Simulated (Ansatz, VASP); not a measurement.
Cd3F2 in VASP and in Ansatz

```xyz
10
Lattice="2.6655 1.5389 8.0843 -2.6655 1.5389 8.0843 0.0000 -3.0779 8.0843" Properties=species:S:1:pos:R:3 pbc="T T T"
Cd   -0.6955   -1.5389   10.1053
Cd    1.6805    0.1672   10.1053
Cd   -0.9850    1.3718   10.1053
Cd    0.6955    1.5389   14.1475
Cd   -1.6805   -0.1672   14.1475
Cd    0.9850   -1.3718   14.1475
F     0.0000    0.0000   19.5366
F     0.0000    0.0000   16.8427
F     0.0000    0.0000    4.7163
F     0.0000    0.0000    7.4101
```

Alike in both runs: functional PBE; k mesh 6 × 6 × 6; occupations gaussian, width 0.1 eV; no spin polarisation.

Ansatz relaxed the structure, and its values are those at the end. VASP's run is a single point on that final structure, the one shown.

```csv
,VASP,Ansatz
version,VASP 6.6.1,Ansatz 0.2.0
potentials or method,"VASP PAW PBE potentials, release 64 (Cd, F), cutoff 520 eV","scalar-relativistic, plane waves, PAW"
valence electrons in the cell,100,148
```

```tsv
	VASP	Ansatz	Ansatz less VASP
gap on the k mesh at the Fermi level (eV)	none	none	-
pressure (GPa)	0.3	0.0	-0.27
rms of the force components (eV/Å)	0.027	0.000	-0.0266
```

A gap of «none» marks a metal or a gap that the smearing closes. The functional is the same, so the differences come from potentials, cutoffs and numerics. VASP's potentials hold 100 valence electrons a cell and Ansatz's 148, so a difference there can come from the potentials and not from the codes.
